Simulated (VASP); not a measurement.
# Ni (Pm-3m) in VASP: further runs

Ni is run at these levels: PBEsol; tasks: relaxation of cell and atoms.

All numbers are computed with VASP 6.6.1; they aren't measurements. Logs are shortened: lines on timing, memory, paths and dates and some standing lists are left out, and cuts for length are marked.

### Step 1. The cell of the first run

It takes space group Pm-3m (No. 221, cubic). The conventional cell has a = 2.290 Å, b = 2.290 Å, c = 2.290 Å, α = 90.00°, β = 90.00°, γ = 90.00°. Within 3.0 Å of Ni (site symmetry m-3m) lie 6 Ni at 2.29 Å.

### Step 2. Relaxation of cell and atoms, PBEsol, collinear spin, ferromagnetic start, target pressure 20 GPa, at which the enthalpy is minimised

Input file INCAR:

```
SYSTEM = Ni
PREC = Accurate
ENCUT = 600
EDIFF = 1E-6
ISMEAR = -1
SIGMA = 0.1
LREAL = .False.
LASPH = .True.
NELM = 150
ALGO = Normal
ISIF = 3
LWAVE = .False.
LCHARG = .False.
ISPIN = 2
MAGMOM = 1.5
LORBIT = 11
LMAXMIX = 4
GGA = PS
IBRION = 2
NSW = 80
EDIFFG = -0.01
PSTRESS = 200.0
```

Input file KPOINTS:

```
regular mesh
0
Gamma
  8 8 8
  0 0 0
```

Input file POSCAR:

```
Ni
1.0
    2.2900000000      0.0000000000      0.0000000000
    0.0000000000      2.2900000000      0.0000000000
    0.0000000000      0.0000000000      2.2900000000
Ni
1
Direct
    0.0000000000      0.0000000000      0.0000000000
```

Potentials or basis: VASP PAW PBE potentials, release 64 (Ni).

Launch:

```console
$ cat potpaw_PBE.64/Ni/POTCAR > POTCAR
$ mpirun -np 1 vasp_std > vasp.out
```

OUTCAR:

```text
SYSTEM = Ni
   PREC = Accurate
   ENCUT = 600
   EDIFF = 1E-6
   ISMEAR = -1
   LREAL = .False.
   LASPH = .True.
   NELM = 150
   ISIF = 3
   ISPIN = 2
   LORBIT = 11
   GGA = PS
   IBRION = 2
   NSW = 80
   EDIFFG = -0.01
   PSTRESS = 200.0

 ion  position               nearest neighbor table
   1  0.000  0.000  0.000-

  LATTYP: Found a simple cubic cell.
 ALAT       =     2.2900000000

  Lattice vectors:

 A1 = (   2.2900000000,   0.0000000000,   0.0000000000)
 A2 = (   0.0000000000,   2.2900000000,   0.0000000000)
 A3 = (   0.0000000000,   0.0000000000,   2.2900000000)

Analysis of symmetry for initial positions (statically):
=====================================================================
 Subroutine PRICEL returns:
 Original cell was already a primitive cell.

 Routine SETGRP: Setting up the symmetry group for a
 simple cubic supercell.

 Subroutine GETGRP returns: Found 48 space group operations
 (whereof 48 operations were pure point group operations)
 out of a pool of 48 trial point group operations.

The static configuration has the point symmetry O_h .

Analysis of symmetry for dynamics (positions and initial velocities):
=====================================================================
 Subroutine PRICEL returns:
 Original cell was already a primitive cell.

 Routine SETGRP: Setting up the symmetry group for a
 simple cubic supercell.

 Subroutine GETGRP returns: Found 48 space group operations
 (whereof 48 operations were pure point group operations)
 out of a pool of 48 trial point group operations.

The dynamic configuration has the point symmetry O_h .

Analysis of structural, dynamic, and magnetic symmetry:
=====================================================================
 Subroutine PRICEL returns:
 Original cell was already a primitive cell.

 Routine SETGRP: Setting up the symmetry group for a
 simple cubic supercell.

 Subroutine GETGRP returns: Found 48 space group operations
 (whereof 48 operations were pure point group operations)
 out of a pool of 48 trial point group operations.

The overall configuration has the point symmetry O_h .

 Subroutine INISYM returns: Found 48 space group operations
 (whereof 48 operations are pure point group operations),
 and found     1 'primitive' translations

----------------------------------------------------------------------------------------

                                     Primitive cell

[... 104 lines left out ...]
   EFERMI_NEDOS =   21; number of points for ismear=-14 and -15
   IALGO  =     38    algorithm
   IMIX   =      4    mixing-type and parameters
     AMIX     =   0.40;   BMIX     =  1.00
     AMIX_MAG =   1.60;   BMIX_MAG =  1.00
  volume/ion in A,a.u.               =      12.01        81.04
  Fermi-wavevector in a.u.,A,eV,Ry     =   1.540184  2.910526 32.275299  2.372168
  Thomas-Fermi vector in A             =   2.646307
   LORBIT       =     11    0 simple, 1 ext, 2 COOP (PROOUT), +10 PAW based schemes
   GGA     = PS    functional components
   LHFCALC =     F    Hartree Fock is set to
   AEXX    =    0.0000 exact exchange contribution
   IVDW    =     0    specifies the selected vdW correction
   LEPSILON=     F    determine dielectric tensor
   LRPA    =     F    only Hartree local field effects (RPA)
 conjugate gradient relaxation of ions
 spin polarized calculation
  energy-cutoff  :      600.00
  volume of cell :       12.01
 maximum number of plane-waves:       432
   NGX =  9   NGY =  9   NGZ =  9

--------------------------------------- Ionic step        1  -------------------------------------------

 number of electron      10.0000003 magnetization       0.6400885

 Free energy of the ion-electron system (eV)
  ---------------------------------------------------
  ext. energy  EPLUGINS =         0.00000000
  ---------------------------------------------------
  free energy    TOTEN  =        -5.40062788 eV

  energy without entropy =       -5.34019886  energy(sigma->0) =       -5.37041337

------------------------ aborting loop because EDIFF is reached ----------------------------------------

  FORCE on cell =-STRESS in cart. coord.  units (eV):
  Direction    XX          YY          ZZ          XY          YZ          ZX
  --------------------------------------------------------------------------------------
  -------------------------------------------------------------------------------------
  Total        0.0690348      0.0690348      0.0690348      0.0000000     -0.0000000     -0.0000000
  in kB        9.2102731      9.2102731      9.2102731      0.0000000     -0.0000000     -0.0000000
  external PRESSURE =    -190.7897269 kB  Pullay stress =     200.0000000 kB
[... 24 lines left out ...]
--------------------------------------- Ionic step        2  -------------------------------------------

 number of electron      10.0000000 magnetization       0.4051863

 E-fermi :  11.1026     XC(G=0): -14.0331

 val. band max:       11.0629082027   @ k =   0.5000   0.1250   0.1250
 cond. band min:      11.1168601051   @ k =   0.1250   0.1250   0.0000
 fundamental gap:      0.0539519024
 Fermi energy:        11.1026080211

 spin component 1

 k-point     1 :       0.0000    0.0000    0.0000
  band No.  band energies     occupation
      1       1.1662      1.00000
      2       6.0942      1.00000
      3       6.0942      1.00000
      4      10.9230      0.85763
      5      10.9230      0.85763
      6      10.9230      0.85763
      7      33.7459      0.00000
      8      33.7459      0.00000
      9      33.7459      0.00000
     10      38.3205      0.00000
[... 688 lines left out ...]
--------------------------------------- Ionic step        4  -------------------------------------------

 number of electron       9.9999991 magnetization       0.5667445

 Free energy of the ion-electron system (eV)
  ---------------------------------------------------
  ext. energy  EPLUGINS =         0.00000000
  ---------------------------------------------------
  free energy    TOTEN  =        -5.33648924 eV

  energy without entropy =       -5.27799861  energy(sigma->0) =       -5.30724392

 E-fermi :   9.2251     XC(G=0): -13.3045

 val. band max:        9.1985411294   @ k =   0.3750   0.2500   0.0000
 cond. band min:       9.2564973583   @ k =   0.5000   0.1250   0.1250
 fundamental gap:      0.0579562289
 Fermi energy:         9.2251324749

 spin component 1

 k-point     1 :       0.0000    0.0000    0.0000
  band No.  band energies     occupation
      1       0.1767      1.00000
      2       4.8539      1.00000
      3       4.8539      1.00000
      4       8.8889      0.96650
      5       8.8889      0.96650
      6       8.8889      0.96650
      7      30.2699      0.00000
      8      30.2699      0.00000
      9      30.2699      0.00000
     10      34.4274      0.00000
[... 647 lines left out ...]
  energy  without entropy=       -5.2779986098  energy(sigma->0) =       -5.30724392

  enthalpy is  TOTEN    =        -3.9707204705 eV   P V=        1.3657687678

 reached required accuracy - stopping structural energy minimisation

 total charge

# of ion       s       p       d       tot
------------------------------------------
    1        0.570   0.495   8.427   9.493

 magnetization (x)

# of ion       s       p       d       tot
------------------------------------------
    1        0.001   0.008   0.554   0.563
```

CONTCAR:

```text
Ni
   1.00000000000000
     2.2199980243116624   -0.0000000000000000   -0.0000000000000000
     0.0000000000000000    2.2199980243116624   -0.0000000000000000
    -0.0000000000000000   -0.0000000000000000    2.2199980243116624
  Ni
     1
Direct
     0.0000000000000000    0.0000000000000000    0.0000000000000000

  0.00000000E+00  0.00000000E+00  0.00000000E+00
```

It took 22 s on 1 thread of Intel Xeon 6975P-C, shared host; peak memory 0.13 GiB.

What came out:

- Free energy: -5.3365 eV
- Relaxed volume: 10.94 Å³/atom
- Relaxed cell: a = 2.220 Å, b = 2.220 Å, c = 2.220 Å, α = 90.00°, β = 90.00°, γ = 90.00°
- Space group after relaxing (to 0.05 Å): Pm-3m (No. 221)
- Energy change on relaxing (the enthalpy is what falls): +64.1 meV/atom
- Ionic steps: 4
- Pressure after relaxing: 20.1 GPa
- Net moment: 0.57 μB per cell
- Site moments: Ni +0.56 μB
- Valence electrons inside the program's atomic spheres: Ni 9.49

Step by step:
| step | energy change (eV) | largest force (eV/Å) | pressure (GPa) | volume (Å³) |
| --- | --- | --- | --- | --- |
| 1 | 0.0000 | 0.0000 | 0.92 | 12.01 |
| 2 | 0.3590 | 0.0000 | 59.62 | 9.69 |
| 3 | 0.0604 | 0.0000 | 19.18 | 10.97 |
| 4 | 0.0641 | 0.0000 | 20.14 | 10.94 |

Final structure:
```yaml
crystal:
  lattice:
    - [2.22000, 0.00000, 0.00000]
    - [0.00000, 2.22000, 0.00000]
    - [0.00000, 0.00000, 2.22000]
  atoms:
    - { symbol: Ni, position: [0.00000, 0.00000, 0.00000] }
```

Caveat: the cell is relaxed towards a set pressure, so the enthalpy falls and the energy may rise; the PAW data sets were made with another functional, which shifts forces and pressure a little.

### Step 3. Relaxation of cell and atoms, PBEsol, collinear spin, ferromagnetic start, target pressure 30 GPa, at which the enthalpy is minimised

Input file INCAR:

```
  PREC = Accurate
  ENCUT = 600
  EDIFF = 1E-6
  ISMEAR = -1
  SIGMA = 0.1
  LREAL = F
  LASPH = T
  NELM = 150
  ALGO = Normal
  ISIF = 3
  LWAVE = F
  LCHARG = F
  ISPIN = 2
  MAGMOM = 1.5
  LORBIT = 11
  LMAXMIX = 4
  GGA = PS
  IBRION = 2
  NSW = 80
  EDIFFG = -0.01
  PSTRESS = 300.0
```

Input file KPOINTS:

```
Automatic mesh
0
Gamma
  8 8 8
```

POSCAR is that of step 2.

Potentials or basis: VASP PAW PBE potentials, release 64 (Ni).

Launch:

```console
$ cat potpaw_PBE.64/Ni/POTCAR > POTCAR
$ mpirun -np 1 vasp_std > vasp.out
```

OUTCAR:

```text
PREC = Accurate
   ENCUT = 600
   EDIFF = 1E-6
   ISMEAR = -1
   LREAL = F
   LASPH = T
   NELM = 150
   ISIF = 3
   ISPIN = 2
   LORBIT = 11
   GGA = PS
   IBRION = 2
   NSW = 80
   EDIFFG = -0.01
   PSTRESS = 300.0

 ion  position               nearest neighbor table
   1  0.000  0.000  0.000-

  LATTYP: Found a simple cubic cell.
 ALAT       =     2.2900000000

  Lattice vectors:

 A1 = (   2.2900000000,   0.0000000000,   0.0000000000)
 A2 = (   0.0000000000,   2.2900000000,   0.0000000000)
 A3 = (   0.0000000000,   0.0000000000,   2.2900000000)

Analysis of symmetry for initial positions (statically):
=====================================================================
 Subroutine PRICEL returns:
 Original cell was already a primitive cell.

 Routine SETGRP: Setting up the symmetry group for a
 simple cubic supercell.

[... 235 lines left out ...]
      8      37.4958      0.00000
      9      37.4958      0.00000
     10      42.5710      0.00000
[... 801 lines left out ...]
--------------------------------------- Ionic step        7  -------------------------------------------

 number of electron      10.0000002 magnetization      -0.0006139

 Free energy of the ion-electron system (eV)
  ---------------------------------------------------
  ext. energy  EPLUGINS =         0.00000000
  ---------------------------------------------------
  free energy    TOTEN  =        -5.26240018 eV

  energy without entropy =       -5.18926574  energy(sigma->0) =       -5.22583296

 E-fermi :   9.7805     XC(G=0): -13.5372

 val. band max:        9.7727362578   @ k =   0.3750   0.1250   0.1250
 cond. band min:       9.7823280176   @ k =   0.5000   0.3750   0.3750
 fundamental gap:      0.0095917598
 Fermi energy:         9.7805199803

 spin component 1

 k-point     1 :       0.0000    0.0000    0.0000
  band No.  band energies     occupation
      1       0.5138      1.00000
      2       5.4912      1.00000
      3       5.4912      1.00000
      4       9.8543      0.32353
      5       9.8543      0.32353
      6       9.8543      0.32353
      7      31.4236      0.00000
      8      31.4236      0.00000
      9      31.4236      0.00000
     10      35.7421      0.00000
[... 647 lines left out ...]
  energy  without entropy=       -5.1892657435  energy(sigma->0) =       -5.22583296

  enthalpy is  TOTEN    =        -3.2938101877 eV   P V=        1.9685899926

 reached required accuracy - stopping structural energy minimisation

 total charge

# of ion       s       p       d       tot
------------------------------------------
    1        0.585   0.522   8.468   9.575

 magnetization (x)

# of ion       s       p       d       tot
------------------------------------------
    1       -0.000  -0.000  -0.001  -0.001
```

CONTCAR:

```text
Ni
   1.00000000000000
     2.1906930657606871   -0.0000000000000000   -0.0000000000000000
    -0.0000000000000000    2.1906930657606871   -0.0000000000000000
    -0.0000000000000000   -0.0000000000000000    2.1906930657606871
  Ni
     1
Direct
     0.0000000000000000    0.0000000000000000    0.0000000000000000

  0.00000000E+00  0.00000000E+00  0.00000000E+00
```

It took 37 s on 1 thread of Intel Xeon 6975P-C, shared host; peak memory 0.13 GiB.

What came out:

| Quantity | Value |
| --- | --- |
| Free energy | -5.2624 eV |
| Relaxed volume | 10.51 Å³/atom |
| Relaxed cell | a = 2.191 Å, b = 2.191 Å, c = 2.191 Å, α = 90.00°, β = 90.00°, γ = 90.00° |
| Space group after relaxing (to 0.05 Å) | Pm-3m (No. 221) |
| Energy change on relaxing (the enthalpy is what falls) | +138.2 meV/atom |
| Ionic steps | 7 |
| Pressure after relaxing | 30.0 GPa |
| Band gap on the k mesh | zero (filled and empty bands overlap) |
| Net moment | 0.00 μB per cell |
| Valence electrons inside the program's atomic spheres | Ni 9.57 |

The path:
```tsv
step	energy change (eV)	largest force (eV/Å)	pressure (GPa)	volume (Å³)
1	0.0000	0.0000	0.92	12.01
2	0.9526	0.0000	121.38	8.61
3	0.1184	0.0000	26.88	10.63
4	0.1337	0.0000	29.34	10.54
5	0.1389	0.0000	30.17	10.51
6	0.1362	0.0000	29.71	10.52
7	0.1382	0.0000	30.02	10.51
```

Final structure:
```
CELL_PARAMETERS angstrom
2.19069 0.00000 0.00000
0.00000 2.19069 0.00000
0.00000 0.00000 2.19069
ATOMIC_POSITIONS crystal
Ni 0.00000 0.00000 0.00000
```

Caveat: the starting moments collapsed, and a magnetic state may lie lower; the cell is relaxed towards a set pressure, so the enthalpy falls and the energy may rise; the PAW data sets were made with another functional, which shifts forces and pressure a little.
